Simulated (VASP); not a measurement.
# Ni (Pm-3m) in VASP: notebook

The runs below take Ni through single point, with revPBE.

Everything below comes from runs of VASP 6.6.1. Logs are shortened: lines on timing, memory, paths and dates and some standing lists are left out, and cuts for length are marked.

### Step 1. The cell of the first run

It takes space group Pm-3m (No. 221, cubic). Conventional cell: a = 2.437 Å, b = 2.437 Å, c = 2.437 Å, α = 90.00°, β = 90.00°, γ = 90.00°. Ni (site symmetry m-3m) has 6 Ni at 2.44 Å within 3.2 Å.

This isn't the form of Ni at room conditions, which is fcc.

### Step 2. Single point, revPBE, collinear spin, ferromagnetic start (14.48 Å³/atom)

Contents of INCAR:

```
PREC = Accurate
ENCUT = 520
EDIFF = 1E-6
ISMEAR = -1
SIGMA = 0.05
LREAL = F
LASPH = T
NELM = 150
ALGO = Normal
ISIF = 2
LWAVE = F
LCHARG = T
ISPIN = 2
MAGMOM = 0.634
LORBIT = 11
LMAXMIX = 4
GGA = RE
LELF = T
LVHAR = T
NBANDS = 15
```

Contents of KPOINTS:

```
regular mesh
0
Gamma
  15 15 15
```

Contents of POSCAR:

```
Ni
1.0
    2.4374161623      0.0000000000      0.0000000000
    0.0000000000      2.4374161623      0.0000000000
    0.0000000000      0.0000000000      2.4374161623
Ni
1
Direct
    0.0000000000      0.0000000000      0.0000000000
```

Potentials or basis: VASP PAW PBE potentials, release 64 (Ni).

On the command line:

```
> cat potpaw_PBE.64/Ni/POTCAR > POTCAR
> mpirun -np 1 vasp_std > vasp.out
```

OUTCAR:

```text
PREC = Accurate
   ENCUT = 520
   EDIFF = 1E-6
   ISMEAR = -1
   LREAL = F
   LASPH = T
   NELM = 150
   ISIF = 2
   ISPIN = 2
   LORBIT = 11
   GGA = RE

 ion  position               nearest neighbor table
   1  0.000  0.000  0.000-

  LATTYP: Found a simple cubic cell.
 ALAT       =     2.4374161623

  Lattice vectors:

 A1 = (   2.4374161623,   0.0000000000,   0.0000000000)
 A2 = (   0.0000000000,   2.4374161623,   0.0000000000)
 A3 = (   0.0000000000,   0.0000000000,   2.4374161623)

Analysis of symmetry for initial positions (statically):
=====================================================================
 Subroutine PRICEL returns:
 Original cell was already a primitive cell.

 Routine SETGRP: Setting up the symmetry group for a
 simple cubic supercell.

 Subroutine GETGRP returns: Found 48 space group operations
 (whereof 48 operations were pure point group operations)
 out of a pool of 48 trial point group operations.

The static configuration has the point symmetry O_h .

Analysis of symmetry for dynamics (positions and initial velocities):
=====================================================================
 Subroutine PRICEL returns:
 Original cell was already a primitive cell.

 Routine SETGRP: Setting up the symmetry group for a
 simple cubic supercell.

 Subroutine GETGRP returns: Found 48 space group operations
 (whereof 48 operations were pure point group operations)
 out of a pool of 48 trial point group operations.

The dynamic configuration has the point symmetry O_h .

Analysis of structural, dynamic, and magnetic symmetry:
=====================================================================
 Subroutine PRICEL returns:
 Original cell was already a primitive cell.

 Routine SETGRP: Setting up the symmetry group for a
 simple cubic supercell.

 Subroutine GETGRP returns: Found 48 space group operations
 (whereof 48 operations were pure point group operations)
 out of a pool of 48 trial point group operations.

The overall configuration has the point symmetry O_h .

 Subroutine INISYM returns: Found 48 space group operations
 (whereof 48 operations are pure point group operations),
 and found     1 'primitive' translations

----------------------------------------------------------------------------------------

                                     Primitive cell

  volume of cell :      14.4807

  direct lattice vectors                    reciprocal lattice vectors
     2.437416162  0.000000000  0.000000000     0.410270521  0.000000000  0.000000000
     0.000000000  2.437416162  0.000000000     0.000000000  0.410270521  0.000000000
     0.000000000  0.000000000  2.437416162     0.000000000  0.000000000  0.410270521

  length of vectors
     2.437416162  2.437416162  2.437416162     0.410270521  0.410270521  0.410270521

[... 122 lines left out ...]
  free energy    TOTEN  =        -4.33603748 eV

  energy without entropy =       -4.31582984  energy(sigma->0) =       -4.32593366

 E-fermi :   6.0269     XC(G=0): -11.4686

 val. band max:        6.0220308925   @ k =   0.2667   0.2000   0.0667
 cond. band min:       6.0316010468   @ k =   0.2667   0.2000   0.2000
 fundamental gap:      0.0095701543
 Fermi energy:         6.0268702997

 spin component 1

 k-point     1 :       0.0000    0.0000    0.0000
  band No.  band energies     occupation
      1      -1.1631      1.00000
      2       2.8024      1.00000
      3       2.8024      1.00000
      4       5.3933      1.00000
      5       5.3933      1.00000
      6       5.3933      1.00000
      7      23.7957      0.00000
      8      23.7957      0.00000
      9      23.7957      0.00000
     10      27.2470      0.00000
     11      27.2470      0.00000
     12      30.8279      0.00000
     13      44.7867      0.00000
     14      44.7867      0.00000
[... 403 lines left out ...]
      4       4.8210      1.00000
      5       5.1118      1.00000
      6       5.1809      1.00000
      7      13.0876      0.00000
      8      20.0352      0.00000
      9      27.9331      0.00000
     10      28.6613      0.00000
     11      29.9997      0.00000
     12      37.1210      0.00000
     13      37.6952      0.00000
     14      39.5855      0.00000
     15      43.8832      0.00000

 [... further k-points ...]

 spin component 2

 k-point     1 :       0.0000    0.0000    0.0000
  band No.  band energies     occupation
      1      -1.1600      1.00000
      2       3.5214      1.00000
      3       3.5214      1.00000
      4       6.3097      0.00348
      5       6.3097      0.00348
      6       6.3097      0.00348
      7      23.8660      0.00000
      8      23.8660      0.00000
      9      23.8660      0.00000
     10      27.3548      0.00000
     11      27.3548      0.00000
     12      30.8246      0.00000
     13      44.7685      0.00000
     14      44.7685      0.00000
[... 403 lines left out ...]
      4       5.6961      0.99866
      5       5.7935      0.99069
      6       6.0823      0.24825
      7      13.3018      0.00000
      8      20.1614      0.00000
      9      28.0215      0.00000
     10      28.7833      0.00000
     11      29.9647      0.00000
     12      37.1493      0.00000
     13      37.7752      0.00000
     14      39.5815      0.00000
     15      43.9495      0.00000

 [... further k-points ...]

------------------------ aborting loop because EDIFF is reached ----------------------------------------

  FORCE on cell =-STRESS in cart. coord.  units (eV):
  Direction    XX          YY          ZZ          XY          YZ          ZX
  --------------------------------------------------------------------------------------
  -------------------------------------------------------------------------------------
  Total       -0.9230817     -0.9230817     -0.9230817     -0.0000000     -0.0000000      0.0000000
  in kB     -102.1319556   -102.1319556   -102.1319556     -0.0000000     -0.0000000      0.0000000
  external PRESSURE =    -102.1319556 kB  Pullay stress =       0.0000000 kB

 VOLUME and BASIS-vectors are now :
 -----------------------------------------------------------------------------
  energy-cutoff  :      520.00
  volume of cell :       14.48
      direct lattice vectors                 reciprocal lattice vectors
     2.437416162  0.000000000  0.000000000     0.410270521  0.000000000  0.000000000
     0.000000000  2.437416162  0.000000000     0.000000000  0.410270521  0.000000000
     0.000000000  0.000000000  2.437416162     0.000000000  0.000000000  0.410270521

 POSITION                                       TOTAL-FORCE (eV/Angst)
 -----------------------------------------------------------------------------------
      0.00000      0.00000      0.00000         0.000000      0.000000      0.000000
 -----------------------------------------------------------------------------------
    total drift:                                0.000000      0.000000      0.000000

  FREE ENERGIE OF THE ION-ELECTRON SYSTEM (eV)
  ---------------------------------------------------
  free  energy   TOTEN  =        -4.3360374845 eV

  energy  without entropy=       -4.3158298416  energy(sigma->0) =       -4.32593366

 total charge

# of ion       s       p       d       tot
------------------------------------------
    1        0.461   0.304   8.298   9.063

 magnetization (x)

# of ion       s       p       d       tot
------------------------------------------
    1       -0.002  -0.005   0.812   0.805
```

OSZICAR:

```text
N       E                     dE             d eps       ncg     rms          rms(c)
DAV:   1     0.349986957616E+02    0.34999E+02   -0.42627E+03  7456   0.794E+02
DAV:   2    -0.341326055910E+01   -0.38412E+02   -0.35570E+02  8355   0.152E+02
DAV:   3    -0.502511308517E+01   -0.16119E+01   -0.15887E+01  8544   0.314E+01
DAV:   4    -0.503824709818E+01   -0.13134E-01   -0.13129E-01  8864   0.269E+00
DAV:   5    -0.503851514657E+01   -0.26805E-03   -0.26804E-03  8633   0.354E-01    0.760E+00
DAV:   6    -0.481409377702E+01    0.22442E+00   -0.12169E+01  9986   0.368E+01    0.721E+00
DAV:   7    -0.434251119330E+01    0.47158E+00   -0.30077E+00  9755   0.167E+01    0.143E+00
DAV:   8    -0.433750146295E+01    0.50097E-02   -0.10237E-02  8703   0.665E-01    0.853E-01
DAV:   9    -0.433630603497E+01    0.11954E-02   -0.27599E-03 10111   0.341E-01    0.288E-01
DAV:  10    -0.433603681556E+01    0.26922E-03   -0.17564E-03  9835   0.289E-01    0.665E-02
DAV:  11    -0.433604001178E+01   -0.31962E-05   -0.35135E-05  7756   0.574E-02    0.501E-02
DAV:  12    -0.433603786355E+01    0.21482E-05   -0.35755E-05 10150   0.449E-02    0.128E-02
DAV:  13    -0.433603748448E+01    0.37907E-06   -0.57067E-07  5058   0.739E-03
   1 F= -.43360375E+01 E0= -.43259337E+01  d E =-.202076E-01  mag=     0.7904
```

Run time: 39 s. Hardware: 1 thread of Intel Xeon 8259CL, shared host; peak memory 0.15 GiB.

Results:

```
Free energy                                           : -4.3360 eV
Pressure                                              : -10.2 GPa
Net moment                                            : 0.79 μB per cell
Site moments                                          : Ni +0.81 μB
Valence electrons inside the program's atomic spheres : Ni 9.06
```

Caveat: the cell stands under tension; the PAW data sets were made with another functional, which shifts forces and pressure a little.

### Step 3. Single point, revPBE, collinear spin, ferromagnetic start

This run uses another cell than the first one, of 12.93 Å³/atom.

Contents of INCAR:

```
PREC = Accurate
ENCUT = 520
EDIFF = 1E-6
ISMEAR = -1
SIGMA = 0.05
LREAL = False
LASPH = True
NELM = 150
ALGO = Normal
ISIF = 2
LWAVE = False
LCHARG = False
ISPIN = 2
MAGMOM = 0.572
LORBIT = 11
LMAXMIX = 4
GGA = RE
NBANDS = 15
```

Contents of KPOINTS:

```
regular mesh
0
Gamma
  22 22 22
```

Contents of POSCAR:

```
Ni
1.0
    2.3470572277      0.0000000000      0.0000000000
    0.0000000000      2.3470572277      0.0000000000
    0.0000000000      0.0000000000      2.3470572277
Ni
1
Direct
    0.0000000000      0.0000000000      0.0000000000
```

Potentials or basis: VASP PAW PBE potentials, release 64 (Ni).

On the command line:

```
> cat potpaw_PBE.64/Ni/POTCAR > POTCAR
> mpirun -np 1 vasp_std > vasp.out
```

It took 94 s on 1 thread of Intel Xeon 8259CL, shared host; peak memory 0.21 GiB.

The run converged. Its results:

```yaml
Free_energy: -4.3910 eV
Pressure: 0.2 GPa
Net_moment: 0.59 μB per cell
Site_moments: Ni +0.60 μB
Valence_electrons_inside_the_program's_atomic_spheres: Ni 9.21
```

Levels at points of the mesh, in eV from the Fermi level:
Spin up:
| k point | band 3 | band 4 | band 5 | band 6 | band 7 | band 8 |
| --- | --- | --- | --- | --- | --- | --- |
| (0.00, 0.00, 0.00) | -3.51 | -0.44 | -0.44 | -0.44 | 19.12 | 19.12 |
| (0.50, 0.00, 0.00) | -1.42 | -1.42 | -0.98 | -0.35 | 3.44 | 24.21 |
| (0.50, 0.50, 0.00) | -1.22 | -1.22 | 0.29 | 5.13 | 5.13 | 10.90 |
| (0.50, 0.50, 0.50) | -3.19 | 0.34 | 0.34 | 11.54 | 11.54 | 11.54 |
Spin down:
| k point | band 2 | band 3 | band 4 | band 5 | band 6 | band 7 | band 8 | band 9 |
| --- | --- | --- | --- | --- | --- | --- | --- | --- |
| (0.00, 0.00, 0.00) | -3.01 | -3.01 | 0.28 | 0.28 | 0.28 | 19.19 | 19.19 | 19.19 |
| (0.50, 0.00, 0.00) | -2.58 | -1.00 | -0.75 | -0.75 | 0.37 | 3.84 | 24.11 | 26.23 |
| (0.50, 0.50, 0.00) | -2.28 | -0.54 | -0.54 | 0.93 | 5.15 | 5.15 | 11.17 | 11.21 |
| (0.50, 0.50, 0.50) | -2.64 | -2.64 | 0.98 | 0.98 | 11.63 | 11.63 | 11.63 | 13.61 |

Caveat: the PAW data sets were made with another functional, which shifts forces and pressure a little.

### Step 4. Single point, revPBE, collinear spin, antiferromagnetic start

This run uses another cell than the first one: it holds 2 atoms, not 1.

Changes to INCAR since step 3:

```diff
@@ -13,3 +13,3 @@
 ISPIN = 2
-MAGMOM = 0.572
+MAGMOM = 0.8 -0.8
 LORBIT = 11
@@ -17,2 +17,2 @@
 GGA = RE
-NBANDS = 15
+NBANDS = 21
```

Contents of KPOINTS:

```
regular mesh
0
Gamma
  19 19 19
```

Contents of POSCAR:

```
Ni
1.0
    0.0000000000      2.3421387794      2.3421387794
    2.3421387794      0.0000000000      2.3421387794
    2.3421387794      2.3421387794      0.0000000000
Ni
2
Direct
    0.0000000000      0.0000000000      0.0000000000
    0.5000000000      0.5000000000      0.5000000000
```

On the command line:

```
> cat potpaw_PBE.64/Ni/POTCAR > POTCAR
> mpirun -np 1 vasp_std > vasp.out
```

Run time: 5.9 min. Hardware: 1 thread of Intel Xeon 8259CL, shared host; peak memory 0.29 GiB.

It converged, with:

```yaml
Free_energy: -8.7455 eV
Pressure: 0.0 GPa
Band_gap_on_the_k_mesh: zero (filled and empty bands overlap)
Net_moment: 0.00 μB per cell
Valence_electrons_inside_the_program's_atomic_spheres: Ni 9.22
```

Levels at points of the mesh, in eV from the Fermi level:
Spin up:
```csv
k point,band 6,band 7,band 8,band 9,band 10,band 11,band 12,band 13,band 14,band 15
"(0.00, 0.00, 0.00)",-2.81,0.06,0.06,0.06,0.81,0.81,11.75,11.75,11.75,13.79
```
Spin down:
```csv
k point,band 8,band 9,band 10,band 11,band 12,band 13
"(0.00, 0.00, 0.00)",0.06,0.06,0.81,0.81,11.75,11.75
```

Caveat: the PAW data sets were made with another functional, which shifts forces and pressure a little.

### Step 5. Summary

| spin | cell | k mesh | gap on the mesh (eV) | pressure (GPa) | moment (μB) |
| --- | --- | --- | --- | --- | --- |
| collinear, ferromagnetic start | a = 2.437 Å, 1 atom, atomic positions A | 15 × 15 × 15 | none | -10.2 | 0.79 |
| collinear, ferromagnetic start | a = 2.347 Å, 1 atom, atomic positions A | 22 × 22 × 22 | none | 0.2 | 0.59 |
| collinear, antiferromagnetic start | a = 3.312 Å, angles 60.0°, 2 atoms, atomic positions B | 19 × 19 × 19 | none | 0.0 | 0.00 |

Alike in all rows: task single point; level revPBE; potentials or basis VASP PAW PBE potentials, release 64 (Ni); cutoff (eV) 520; smearing fermi-dirac 0.05 eV.

Caveats: the PAW data sets were made with another functional, which shifts forces and pressure a little; the cell stands under tension (at least some runs).

Total energies depend on the potentials used, so only differences within one code and one set of settings carry meaning.
